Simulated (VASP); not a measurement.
Runs of VASP 6.6.1 on KF. The structure is that of space group Fm-3m (No. 225), or close to it. The cells are those of the table. 

```csv
cell,gap on the mesh (eV),pressure (GPa)
"a = 3.704 Å, angles 60.0°, 2 atoms",6.49,3.9
"a = 3.781 Å, angles 60.0°, 2 atoms",6.16,1.4
"a = 3.855 Å, angles 60.0°, 2 atoms",5.86,-0.5
"a = 3.818 Å, angles 60.0°, 2 atoms",(b),(a)
```

Alike in all rows: task electric field gradients; level PBE; potentials or basis VASP PAW PBE potentials, release 64 (K_sv, F); no spin polarisation; k mesh 8 × 8 × 8; cutoff (eV) 520; smearing fermi-dirac 0.03 eV.

Task: Fill in the values left out.

Result: (a) 0.4; (b) 6.00.

A k mesh can miss the band edges.
